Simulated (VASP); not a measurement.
# Ir (P-1) in VASP: notebook, part 2 of 2

VASP 6.6.1. Earlier steps stand in the parts before.

## Step 3: Single point, r2SCAN+rVV10

This run uses another cell than the first one, of 14.08 Å³/atom.

File POSCAR:

```
Ir
1.0
    0.0015949950      1.9170851055      1.9158767455
    1.9161915655      0.0034675763      1.9140540761
    1.9209642562      1.9200955911     -0.0012130631
Ir
1
Direct
    0.0000000000      0.0000000000      0.0000000000
```

File INCAR.step1:

```
PREC = Accurate ; ENCUT = 520
ISMEAR = -1 ; SIGMA = 0.05
LREAL = False ; LASPH = True
NELM = 80 ; NBANDS = 10
GGA = PE ; ALGO = Normal
EDIFF = 1E-4 ; LWAVE = True
LCHARG = False
```

File INCAR.step2:

```
PREC = Accurate ; ENCUT = 520
EDIFF = 1E-7 ; ISMEAR = -1
SIGMA = 0.05 ; LREAL = False
LASPH = True ; NELM = 80
ALGO = Normal ; ISIF = 2
LWAVE = False ; LCHARG = True
METAGGA = R2SCAN ; LMIXTAU = True
LUSE_VDW = True ; IVDW_NL = 2
BPARAM = 11.95 ; CPARAM = 0.0093
LELF = True ; LVHAR = True
NBANDS = 10 ; ISTART = 1
```

File KPOINTS:

```
Automatic mesh
0
Gamma
  12 13 11
```

Potentials or basis: VASP PAW PBE potentials, release 64 (Ir).

Launch:

```sh
cat potpaw_PBE.64/Ir/POTCAR > POTCAR
cp INCAR.step1 INCAR
mpirun -np 1 vasp_std > vasp.out
cp INCAR.step2 INCAR
mpirun -np 1 vasp_std > vasp.out
```

OUTCAR:

```text
PREC = Accurate
   ENCUT = 520
   EDIFF = 1E-7
   ISMEAR = -1
   LREAL = False
   LASPH = True
   NELM = 80
   ISIF = 2
   METAGGA = R2SCAN
   IVDW_NL = 2
   BPARAM = 11.95
   ISTART = 1

 ion  position               nearest neighbor table
   1  0.000  0.000  0.000-

  LATTYP: Found a triclinic cell.
 ALAT       =     4.6883088143
 B/A-ratio  =     0.5773845024
 C/A-ratio  =     0.5793218649
 COS(alpha) =     0.0004821966
 COS(beta)  =     0.2896908383
 COS(gamma) =     0.8656671577

  Lattice vectors:

 A1 = (   3.8307881360,  -1.9101499529,   1.9122314067)
 A2 = (   1.9145965705,  -1.9136175292,  -0.0018226694)
 A3 = (   1.9209642562,   1.9200955911,  -0.0012130631)

Analysis of symmetry for initial positions (statically):
=====================================================================
 Subroutine PRICEL returns:
 Original cell was already a primitive cell.

 Routine SETGRP: Setting up the symmetry group for a
 triclinic supercell.

 Subroutine GETGRP returns: Found  2 space group operations
[... 168 lines left out ...]
 fundamental gap:      0.0016426999
 Fermi energy:        10.2458095364

 k-point     1 :       0.0000    0.0000    0.0000
  band No.  band energies     occupation
      1      -1.3480      2.00000
      2       6.1953      2.00000
      3       6.2274      2.00000
      4       6.2485      2.00000
      5       8.9511      2.00000
      6       8.9703      2.00000
      7      25.3261      0.00000
      8      31.1409      0.00000
      9      31.2266      0.00000
     10      31.2813      0.00000
[... 287 lines left out ...]
 k-point    24 :       0.3333    0.1538   -0.0000
  band No.  band energies     occupation
      1       2.1195      2.00000
      2       4.7894      2.00000
      3       6.2508      2.00000
      4       7.3896      2.00000
      5       9.6108      1.99999
      6      10.4042      0.08085
      7      24.5398      0.00000
      8      28.5201      0.00000
      9      30.5064      0.00000
     10      32.3498      0.00000

 [... further k-points ...]

------------------------ aborting loop because EDIFF is reached ----------------------------------------

  FORCE on cell =-STRESS in cart. coord.  units (eV):
  Direction    XX          YY          ZZ          XY          YZ          ZX
  --------------------------------------------------------------------------------------
  -------------------------------------------------------------------------------------
  Total        0.3598995      0.3604812      0.3598410     -0.0016868      0.0000232      0.0008016
  in kB       40.9426911     41.0088614     40.9360402     -0.1918946      0.0026356      0.0911956
  external PRESSURE =      40.9625309 kB  Pullay stress =       0.0000000 kB

 VOLUME and BASIS-vectors are now :
 -----------------------------------------------------------------------------
  energy-cutoff  :      520.00
  volume of cell :       14.08
      direct lattice vectors                 reciprocal lattice vectors
     0.001594995  1.917085105  1.915876746    -0.260952887  0.261235692  0.260771037
     1.916191565  0.003467576  1.914054076     0.261366205 -0.261319388  0.261266614
     1.920964256  1.920095591 -0.001213063     0.260071732  0.260453226 -0.260834010

 POSITION                                       TOTAL-FORCE (eV/Angst)
 -----------------------------------------------------------------------------------
      0.00000      0.00000      0.00000         0.000000      0.000000     -0.000000
 -----------------------------------------------------------------------------------
    total drift:                                0.000000     -0.000000     -0.000000

  FREE ENERGIE OF THE ION-ELECTRON SYSTEM (eV)
  ---------------------------------------------------
  free  energy   TOTEN  =       -52.2400111621 eV

  energy  without entropy=      -52.2321025398  energy(sigma->0) =      -52.23605685
```

Wall time 4.8 min (1 thread of AMD EPYC 9R45 (Zen 5), shared host); peak memory 0.26 GiB.

What came out:

```yaml
Free_energy: -52.2400 eV
Pressure: 4.1 GPa
Band_gap_on_the_k_mesh: zero (an odd number of electrons rules out a gap without spin polarisation)
```

Caveat: the cell stands under pressure; the PAW data sets were made with another functional, which shifts forces and pressure a little; spin-orbit coupling is left out, which moves the levels of the heavy elements.

## Step 4: Single point, r2SCAN

This run uses another cell than the first one, of 14.13 Å³/atom.

File POSCAR:

```
Ir
1.0
    0.0016328090      1.9192943253      1.9180233880
    1.9183651030      0.0035080865      1.9162019188
    1.9231652834      1.9223394844     -0.0011967799
Ir
1
Direct
    0.0000000000      0.0000000000      0.0000000000
```

File INCAR.step1:

```
PREC = Accurate
ENCUT = 520
ISMEAR = -1
SIGMA = 0.05
LREAL = F
LASPH = T
NELM = 80
NBANDS = 10
GGA = PE
ALGO = Normal
EDIFF = 1E-4
LWAVE = T
LCHARG = F
```

File INCAR.step2:

```
PREC = Accurate
ENCUT = 520
EDIFF = 1E-7
ISMEAR = -1
SIGMA = 0.05
LREAL = F
LASPH = T
NELM = 80
ALGO = Normal
ISIF = 2
LWAVE = F
LCHARG = T
METAGGA = R2SCAN
LMIXTAU = T
LELF = T
LVHAR = T
NBANDS = 10
ISTART = 1
```

KPOINTS is that of step 3.

Launch:

```sh
cat potpaw_PBE.64/Ir/POTCAR > POTCAR
cp INCAR.step1 INCAR
mpirun -np 1 vasp_std > vasp.out
cp INCAR.step2 INCAR
mpirun -np 1 vasp_std > vasp.out
```

Run time: 5 min. Hardware: 1 thread of AMD EPYC 9R45 (Zen 5), shared host; peak memory 0.21 GiB.

The run converged. Its results:

```
Free energy            : -52.3648 eV
Pressure               : 4.5 GPa
Band gap on the k mesh : zero (an odd number of electrons rules out a gap without spin polarisation)
```

Levels at points of the mesh, in eV from the Fermi level:
```tsv
k point	band 1	band 2	band 3	band 4	band 5	band 6	band 7	band 8	band 9
(0.00, 0.00, 0.00)	-11.53	-4.03	-3.99	-3.97	-1.29	-1.27	15.11	20.91	20.99
(0.50, 0.00, 0.00)	-8.42	-4.19	-4.12	-0.69	0.94	0.96	7.70	14.73	20.79
```

Caveat: the cell stands under pressure; the PAW data sets were made with another functional, which shifts forces and pressure a little; spin-orbit coupling is left out, which moves the levels of the heavy elements.

## Step 5: Single point, r2SCAN+D4

This run uses another cell than the first one, of 14.11 Å³/atom.

File POSCAR:

```
Ir
1.0
    0.0016228802      1.9181704315      1.9169151769
    1.9172355917      0.0034962738      1.9150951788
    1.9220207007      1.9212021140     -0.0011955766
Ir
1
Direct
    0.0000000000      0.0000000000      0.0000000000
```

File INCAR.step1:

```
PREC     = Accurate       # precision mode
ENCUT    = 520            # plane-wave cutoff, eV
ISMEAR   = -1             # smearing method
SIGMA    = 0.05           # smearing width, eV
LREAL    = F              # projectors in reciprocal space
LASPH    = T              # aspherical terms in the spheres
NELM     = 60             # most SCF steps
NBANDS   = 10             # bands
GGA      = PE             # functional
ALGO     = Normal         # electronic algorithm
EDIFF    = 1E-4           # SCF threshold, eV
LWAVE    = T              # write WAVECAR
LCHARG   = F              # write CHGCAR
```

File INCAR.step2:

```
PREC     = Accurate       # precision mode
ENCUT    = 520            # plane-wave cutoff, eV
EDIFF    = 1E-6           # SCF threshold, eV
ISMEAR   = -1             # smearing method
SIGMA    = 0.05           # smearing width, eV
LREAL    = F              # projectors in reciprocal space
LASPH    = T              # aspherical terms in the spheres
NELM     = 60             # most SCF steps
ALGO     = Normal         # electronic algorithm
ISIF     = 2              # what is computed and relaxed
LWAVE    = F              # write WAVECAR
LCHARG   = T              # write CHGCAR
METAGGA  = R2SCAN         # meta-GGA
LMIXTAU  = T            
IVDW     = 13             # dispersion correction
LELF     = T              # ELF
LVHAR    = T            
VDW_S6   = 1.0          
VDW_S8   = 0.6018749    
VDW_A1   = 0.51559235   
VDW_A2   = 5.77342911   
NBANDS   = 10             # bands
ISTART   = 1
```

File KPOINTS:

```
regular mesh
0
Gamma
  12 13 11
```

Launch:

```sh
cat potpaw_PBE.64/Ir/POTCAR > POTCAR
cp INCAR.step1 INCAR
mpirun -np 1 vasp_std > vasp.out
cp INCAR.step2 INCAR
mpirun -np 1 vasp_std > vasp.out
```

Run time: 3.9 min. Hardware: 1 thread of AMD EPYC 9R45 (Zen 5), shared host; peak memory 0.21 GiB.

Results (log left out):

```
Free energy                : -52.6631 eV
Pressure                   : 2.6 GPa
Band gap on the k mesh     : zero (an odd number of electrons rules out a gap without spin polarisation)
Dispersion energy per atom : -0.299 eV
```

Levels at points of the mesh, in eV from the Fermi level:
```csv
k point,band 2,band 3,band 4,band 5,band 6,band 7
"(0.00, 0.00, 0.00)",-4.04,-4.01,-3.98,-1.29,-1.27,15.10
"(0.50, 0.00, 0.00)",-4.20,-4.13,-0.69,0.94,0.96,7.72
```

Caveat: the PAW data sets were made with another functional, which shifts forces and pressure a little; spin-orbit coupling is left out, which moves the levels of the heavy elements.

## Step 6: Summary

| level | cell | gap on the mesh (eV) | pressure (GPa) |
| --- | --- | --- | --- |
| r2SCAN | a = 2.718, b = 2.716, c = 2.724 Å, angles 59.9, 60.0, 59.9°, 1 atom | none | 2.5 |
| r2SCAN+rVV10 | a = 2.710, b = 2.708, c = 2.716 Å, angles 59.9, 60.0, 59.9°, 1 atom | none | 4.1 |
| r2SCAN | a = 2.713, b = 2.711, c = 2.719 Å, angles 59.9, 60.0, 59.9°, 1 atom | none | 4.5 |
| r2SCAN+D4 | a = 2.712, b = 2.710, c = 2.718 Å, angles 59.9, 60.0, 59.9°, 1 atom | none | 2.6 |

Alike in all rows: task single point; potentials or basis VASP PAW PBE potentials, release 64 (Ir); no spin polarisation; k mesh 12 × 13 × 11; cutoff (eV) 520; smearing fermi-dirac 0.05 eV.

Caveats: the PAW data sets were made with another functional, which shifts forces and pressure a little; spin-orbit coupling is left out, which moves the levels of the heavy elements; the cell stands under pressure (at least some runs).

Absolute energies hang on the potentials; compare differences alone.
